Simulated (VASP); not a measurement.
# Mg (I4/mmm) in VASP: a series of runs

Mg is run at these levels: PBE, BLYP; tasks: single point.

Program: VASP 6.6.1. These are calculated values, not measurements. Logs are shortened: lines on timing, memory, paths and dates and some standing lists are left out, and cuts for length are marked.

### Step 1. The cell of the first run

The structure is tetragonal, space group I4/mmm (No. 139). Conventional cell: a = 3.672 Å, b = 3.672 Å, c = 3.359 Å, α = 90.00°, β = 90.00°, γ = 90.00°. Mg (site symmetry 4/mmm) has 14 Mg at 3.09 to 3.67 Å within 4.1 Å.

### Step 2. Single point, PBE

File INCAR:

```
PREC = Accurate ; ENCUT = 600
EDIFF = 1E-6 ; ISMEAR = 0
SIGMA = 0.1 ; LREAL = F
LASPH = T ; NELM = 120
ALGO = Normal ; ISIF = 2
LWAVE = F ; LCHARG = F
GGA = PE ; NBANDS = 7
GGA_COMPAT = F
```

File KPOINTS:

```
Automatic mesh
0
Gamma
  6 6 6
```

File POSCAR:

```
Mg
1.0
   -1.8359916300      1.8359916300      1.6794040200
    1.8359916300     -1.8359916300      1.6794040200
    1.8359916300      1.8359916300     -1.6794040200
Mg
1
Direct
   -0.0499096605     -0.0756814821     -0.0237494861
```

Potentials or basis: VASP PAW PBE potentials, release 64 (Mg).

The run is started by

```
$ cat potpaw_PBE.64/Mg/POTCAR > POTCAR
$ mpirun -np 1 vasp_std > vasp.out
```

OUTCAR:

```text
PREC = Accurate
   ENCUT = 600
   EDIFF = 1E-6
   ISMEAR = 0
   LREAL = F
   LASPH = T
   NELM = 120
   ISIF = 2
   GGA = PE

 ion  position               nearest neighbor table
   1  0.950  0.924  0.976-

  LATTYP: Found a body centered tetragonal cell.
 ALAT       =     3.6719832600
 C/A-ratio  =     0.9147122419

  Lattice vectors:

 A1 = (  -1.8359916300,   1.8359916300,   1.6794040200)
 A2 = (   1.8359916300,  -1.8359916300,   1.6794040200)
 A3 = (   1.8359916300,   1.8359916300,  -1.6794040200)

Analysis of symmetry for initial positions (statically):
=====================================================================
 Subroutine PRICEL returns:
 Original cell was already a primitive cell.

 Routine SETGRP: Setting up the symmetry group for a
 body centered tetragonal supercell.

 Subroutine GETGRP returns: Found 16 space group operations
 (whereof  1 operations were pure point group operations)
 out of a pool of 16 trial point group operations.

The static configuration has the point symmetry C_1 .
 The point group associated with its full space group is D_4h.

Analysis of symmetry for dynamics (positions and initial velocities):
=====================================================================
 Subroutine PRICEL returns:
 Original cell was already a primitive cell.

 Routine SETGRP: Setting up the symmetry group for a
 body centered tetragonal supercell.

 Subroutine GETGRP returns: Found 16 space group operations
 (whereof  1 operations were pure point group operations)
 out of a pool of 16 trial point group operations.

The dynamic configuration has the point symmetry C_1 .
 The point group associated with its full space group is D_4h.

 Subroutine INISYM returns: Found 16 space group operations
 (whereof  1 operations are pure point group operations),
 and found     1 'primitive' translations

----------------------------------------------------------------------------------------

                                     Primitive cell

  volume of cell :      22.6442

  direct lattice vectors                    reciprocal lattice vectors
    -1.835991630  1.835991630  1.679404020     0.000000000  0.272332396  0.297724665
     1.835991630 -1.835991630  1.679404020     0.272332396  0.000000000  0.297724665
     1.835991630  1.835991630 -1.679404020     0.272332396  0.272332396  0.000000000

  length of vectors
     3.092269133  3.092269133  3.092269133     0.403490905  0.403490905  0.385136168

  position of ions in fractional coordinates (direct lattice)
     0.950090340  0.924318518  0.976250514

  ion indices of the primitive-cell ions
   primitive index   ion index
                 1           1

----------------------------------------------------------------------------------------

 KPOINTS: Automatic mesh

Automatic generation of k-mesh.
 Grid dimensions read from file:
 generate k-points for:    6    6    6

 Generating k-lattice:

  Cartesian coordinates                     Fractional coordinates (reciprocal lattice)
     0.000000000  0.045388733  0.049620778     0.166666667  0.000000000  0.000000000
     0.045388733  0.000000000  0.049620778     0.000000000  0.166666667  0.000000000
     0.045388733  0.045388733  0.000000000     0.000000000  0.000000000  0.166666667

  Length of vectors
     0.067248484  0.067248484  0.064189361

  Shift w.r.t. Gamma in fractional coordinates (k-lattice)
     0.000000000  0.000000000  0.000000000

 Subroutine IBZKPT returns following result:
 ===========================================

 Found     30 irreducible k-points:

 Following reciprocal coordinates:
            Coordinates               Weight
  0.000000  0.000000  0.000000      1.000000
  0.166667 -0.000000  0.000000      8.000000
  0.333333  0.000000  0.000000      8.000000
  0.500000 -0.000000  0.000000      4.000000
  0.166667  0.166667  0.000000      8.000000
  0.333333  0.166667 -0.000000     16.000000
[... 16 lines left out ...]
 -0.333333 -0.333333  0.166667      8.000000
 -0.166667 -0.333333  0.166667      8.000000
 [... further k-points ...]
   k-points           NKPTS =     30   k-points in BZ     NKDIM =     30   number of bands    NBANDS=      7
   number of dos      NEDOS =    301   number of ions     NIONS =      1
   total plane-waves  NPLWV =  21952
   dimension x,y,z NGX =    28 NGY =   28 NGZ =   28
   dimension x,y,z NGXF=    56 NGYF=   56 NGZF=   56
   ions per type =               1
   NGX,Y,Z   is equivalent  to a cutoff of  15.05, 15.05, 15.05 a.u.
   NGXF,Y,Z  is equivalent  to a cutoff of  30.11, 30.11, 30.11 a.u.
 SYSTEM =  unknown system
   PREC   = accura    normal or accurate (medium, high low for compatibility)
   ISTART =      0    job   : 0-new  1-cont  2-samecut
   ICHARG =      2    charge: 1-file 2-atom 10-const
   ISPIN  =      1    spin polarized calculation?
   LNONCOLLINEAR =      F non collinear calculations
   LSORBIT =      F    spin-orbit coupling
   LASPH  =      T    aspherical Exc in radial PAW
   ENCUT  =  600.0 eV  44.10 Ry    6.64 a.u.   6.18  6.18  6.18*2*pi/ulx,y,z
   NELM   =    120;   NELMIN=  2; NELMDL= -5     # of ELM steps
   EDIFF  = 0.1E-05   stopping-criterion for ELM
   LREAL  =      F    real-space projection
   EDIFFG = 0.1E-04   stopping-criterion for IOM
   NSW    =      0    number of steps for IOM
   IBRION =     -1    ionic relax: 0-MD 1-quasi-New 2-CG
   NFREE  =      0    steps in history (QN), initial steepest desc. (CG)
   ISIF   =      2    stress and relaxation
   ISYM   =      2    0-nonsym 1-usesym 2-fastsym
   POTIM  = 0.5000    time-step for ionic-motion
   TEBEG  =    0.0;   TEEND  =   0.0 temperature during run
   PSTRESS=    0.0 pullay stress
   NELECT =       2.0000    total number of electrons
   NUPDOWN=      -1.0000    fix difference up-down
   EMIN   =  10.00;   EMAX   =-10.00  energy-range for DOS
   EFERMI =   0.00;   METHOD = LEGACY
   ISMEAR =     0;   SIGMA  =   0.10  broadening in eV -4-tet -1-fermi 0-gaus
   EFERMI_NEDOS =   21; number of points for ismear=-14 and -15
   IALGO  =     38    algorithm
   IMIX   =      4    mixing-type and parameters
     AMIX     =   0.40;   BMIX     =  1.00
     AMIX_MAG =   1.60;   BMIX_MAG =  1.00
  volume/ion in A,a.u.               =      22.64       152.81
  Fermi-wavevector in a.u.,A,eV,Ry     =   0.729065  1.377732  7.231974  0.531535
  Thomas-Fermi vector in A             =   1.820694
   LORBIT       =      0    0 simple, 1 ext, 2 COOP (PROOUT), +10 PAW based schemes
   GGA     = PE    functional components
   LHFCALC =     F    Hartree Fock is set to
   AEXX    =    0.0000 exact exchange contribution
   IVDW    =     0    specifies the selected vdW correction
   LEPSILON=     F    determine dielectric tensor
   LRPA    =     F    only Hartree local field effects (RPA)
 non-spin polarized calculation
 Gauss-broadening in eV      SIGMA  =   0.10
  energy-cutoff  :      600.00
  volume of cell :       22.64
 maximum number of plane-waves:       775
 NGX is ok and might be reduce to    28
   NGX = 13   NGY = 13   NGZ = 13

 number of electron       2.0000000 magnetization

 Free energy of the ion-electron system (eV)
  ---------------------------------------------------
  ext. energy  EPLUGINS =         0.00000000
  ---------------------------------------------------
  free energy    TOTEN  =        -1.46390829 eV

  energy without entropy =       -1.45952233  energy(sigma->0) =       -1.46171531

 E-fermi :   2.8598     XC(G=0):  -8.5359

 val. band max:        2.8406484238   @ k =  -0.1667   0.5000   0.1667
 cond. band min:       2.8932470296   @ k =   0.3333   0.3333   0.0000
 fundamental gap:      0.0525986058
 Fermi energy:         2.8598422006

 k-point     1 :       0.0000    0.0000    0.0000
  band No.  band energies     occupation
      1      -4.2827      2.00000
      2      14.6846      0.00000
      3      16.5402      0.00000
      4      16.5402      0.00000
      5      16.8702      0.00000
      6      17.0914      0.00000
      7      17.0914      0.00000

 k-point     2 :       0.1667   -0.0000    0.0000
  band No.  band energies     occupation
      1      -3.6022      2.00000
      2      11.6686      0.00000
      3      12.9582      0.00000
      4      14.3016      0.00000
      5      14.5861      0.00000
      6      16.4961      0.00000
      7      18.7997      0.00000

 k-point     3 :       0.3333    0.0000    0.0000
  band No.  band energies     occupation
      1      -1.5904      2.00000
      2       6.1806      0.00000
      3      11.4414      0.00000
      4      12.3684      0.00000
      5      13.0017      0.00000
      6      14.7647      0.00000
      7      20.1528      0.00000

 k-point     4 :       0.5000   -0.0000    0.0000
  band No.  band energies     occupation
      1       1.3677      2.00000
      2       2.0514      2.00000
      3      10.9213      0.00000
      4      11.7160      0.00000
      5      12.4795      0.00000
      6      14.0994      0.00000
      7      21.8115      0.00000

 k-point     5 :       0.1667    0.1667    0.0000
  band No.  band energies     occupation
      1      -2.1968      2.00000
      2       8.7102      0.00000
      3       9.2557      0.00000
      4      11.9104      0.00000
      5      15.7223      0.00000
      6      16.1972      0.00000
      7      18.7910      0.00000

 k-point     6 :       0.3333    0.1667   -0.0000
  band No.  band energies     occupation
      1       0.4831      2.00000
      2       4.0676      0.00000
      3       7.5315      0.00000
      4      11.1084      0.00000
      5      14.5782      0.00000
      6      17.2823      0.00000
      7      18.9397      0.00000

 k-point     7 :       0.5000    0.1667    0.0000
  band No.  band energies     occupation
      1       0.2004      2.00000
      2       4.4329      0.00000
      3       7.2961      0.00000
      4      11.4733      0.00000
      5      14.3299      0.00000
      6      18.1807      0.00000
      7      20.4051      0.00000
[... 121 lines left out ...]
 k-point    20 :       0.5000    0.5000    0.1667
  band No.  band energies     occupation
      1       1.5339      2.00000
      2       2.0009      2.00000
      3      10.2079      0.00000
      4      11.4611      0.00000
      5      15.3703      0.00000
      6      16.0000      0.00000
      7      16.6927      0.00000

 k-point    21 :      -0.3333    0.5000    0.1667
  band No.  band energies     occupation
      1       1.2080      2.00000
      2       4.6371      0.00000
      3       6.3153      0.00000
      4      11.7729      0.00000
      5      14.2595      0.00000
      6      15.4839      0.00000
      7      16.7973      0.00000

 k-point    22 :      -0.1667    0.5000    0.1667
  band No.  band energies     occupation
      1       1.8537      2.00000
      2       2.8406      1.21395
      3       8.3018      0.00000
      4       9.9494      0.00000
      5      15.5731      0.00000
      6      15.6900      0.00000
      7      17.7686      0.00000

 k-point    23 :      -0.3333   -0.3333    0.1667
  band No.  band energies     occupation
      1       2.0280      2.00000
      2       4.6100      0.00000
      3       5.3693      0.00000
      4      11.5670      0.00000
      5      12.5728      0.00000
      6      15.9048      0.00000
      7      18.7161      0.00000

 k-point    24 :      -0.1667   -0.3333    0.1667
  band No.  band energies     occupation
      1      -0.6967      2.00000
      2       6.3384      0.00000
      3       9.1116      0.00000
      4      10.7399      0.00000
      5      13.5734      0.00000
      6      15.6890      0.00000
      7      18.0142      0.00000

 [... further k-points ...]

------------------------ aborting loop because EDIFF is reached ----------------------------------------

  FORCE on cell =-STRESS in cart. coord.  units (eV):
  Direction    XX          YY          ZZ          XY          YZ          ZX
  --------------------------------------------------------------------------------------
  -------------------------------------------------------------------------------------
  Total       -0.1216800     -0.1216800      0.4605421      0.0000000     -0.0000000      0.0000000
  in kB       -8.6094094     -8.6094094     32.5854233      0.0000000     -0.0000000      0.0000000
  external PRESSURE =       5.1222015 kB  Pullay stress =       0.0000000 kB

 VOLUME and BASIS-vectors are now :
 -----------------------------------------------------------------------------
  energy-cutoff  :      600.00
  volume of cell :       22.64
      direct lattice vectors                 reciprocal lattice vectors
    -1.835991630  1.835991630  1.679404020     0.000000000  0.272332396  0.297724665
     1.835991630 -1.835991630  1.679404020     0.272332396  0.000000000  0.297724665
     1.835991630  1.835991630 -1.679404020     0.272332396  0.272332396  0.000000000

 POSITION                                       TOTAL-FORCE (eV/Angst)
 -----------------------------------------------------------------------------------
      1.74507      1.83970      1.50837        -0.000000      0.000000     -0.000000
 -----------------------------------------------------------------------------------
    total drift:                                0.000000      0.000000      0.000000

  FREE ENERGIE OF THE ION-ELECTRON SYSTEM (eV)
  ---------------------------------------------------
  free  energy   TOTEN  =        -1.4639082859 eV

  energy  without entropy=       -1.4595223311  energy(sigma->0) =       -1.46171531
```

Wall time 2.9 s (1 thread of Intel Xeon 6975P-C (Granite Rapids), shared host); peak memory 0.15 GiB.

What came out:

```yaml
Free_energy: -1.4639 eV
Pressure: 0.5 GPa
Band_gap_on_the_k_mesh: zero (band 1 reaches 5.94 eV, above the bottom of band 2 at 1.40 eV)
```

Stress tensor (GPa, compression positive):
```
-0.86  0.00  0.00
 0.00 -0.86  0.00
 0.00  0.00  3.26
```

Caveat: the k points lie up to 0.42 Å⁻¹ apart.

(Continued in part 2 of 2.)
